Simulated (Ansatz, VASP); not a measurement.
# Two plane-wave programs on Eu

The input INCAR:

```
  PREC = Accurate
  ENCUT = 520
  EDIFF = 1E-8
  ISMEAR = -1
  SIGMA = 0.05
  LREAL = F
  LASPH = T
  NELM = 150
  ALGO = Normal
  ISIF = 2
  LWAVE = F
  LCHARG = F
  ISPIN = 2
  MAGMOM = 7
  LORBIT = 11
  LMAXMIX = 6
  GGA = CA
  LEFG = T
  NBANDS = 18
```

The input KPOINTS:

```
regular mesh
0
Gamma
  11 11 11
```

POSCAR

```
Eu
1.0
    3.4929783778      0.0000000000      0.0000000000
    0.0000000000      3.4929783778      0.0000000000
    0.0000000000      0.0000000000      3.4929783778
Eu
1
Direct
    0.0000000000      0.0000000000      0.0000000000
```

Input for Ansatz:

```yaml
crystal:
  lattice:
    - [3.4929783778, 0.0, 0.0]
    - [0.0, 3.4929783778, 0.0]
    - [0.0, 0.0, 3.4929783778]
  atoms:
    - { symbol: Eu, position: [0.0, 0.0, 0.0], spin: 7.0 }
magnetization:
  spin_polarized: true
kpoints:
  mp_grid: { grid: [11, 11, 11] }
  band_path:
    path:
      - [0.0, 0.0, 0.0]
      - [0.0, 0.5, 0.0]
      - [0.5, 0.5, 0.0]
      - [0.0, 0.0, 0.0]
      - [0.5, 0.5, 0.5]
      - [0.0, 0.5, 0.0]
      - [0.5, 0.5, 0.5]
      - [0.5, 0.5, 0.0]
    npoints: 5
scf:
  occupations: { method: fermi_dirac, width: 0.05 }
hamiltonian:
  xc: lda
  pseudopotentials: { kind: paw }
output:
  forces: true
  stress: true
  eigenvalues: true
  efg: { contact_densities: true }
  write_density: true
  write_potential: true
  elf: true
  volumetric_format: npy
```

Alike in both runs: task electric field gradients; functional LDA; k mesh 11 × 11 × 11; occupations fermi-dirac, width 0.05 eV; collinear spin.

|  | VASP | Ansatz |
| --- | --- | --- |
| version | VASP 6.6.1 | Ansatz 0.2.0 |
| potentials or method | VASP PAW PBE potentials, release 64 (Eu) | PAW with Ansatz's default frozen-core files, scalar-relativistic |
| plane-wave cutoff (eV) | 520 | 420 |
| valence electrons in the cell | 17 | 17 |

```csv
,VASP,Ansatz,Ansatz less VASP
pressure (GPa),-2.7,-2.4,+0.32
net moment per atom (μB),7.22,7.27,+0.046
size of the moment on the site where the two differ most (μB),6.72,7.01,+0.291
```

VASP's potentials were made for PBE, not for LDA. LDA's correlation is that of Perdew and Zunger in VASP and of Perdew and Wang (1992) in Ansatz. Site moments also hang on the region over which each program counts them.

Spin-orbit coupling is off throughout.
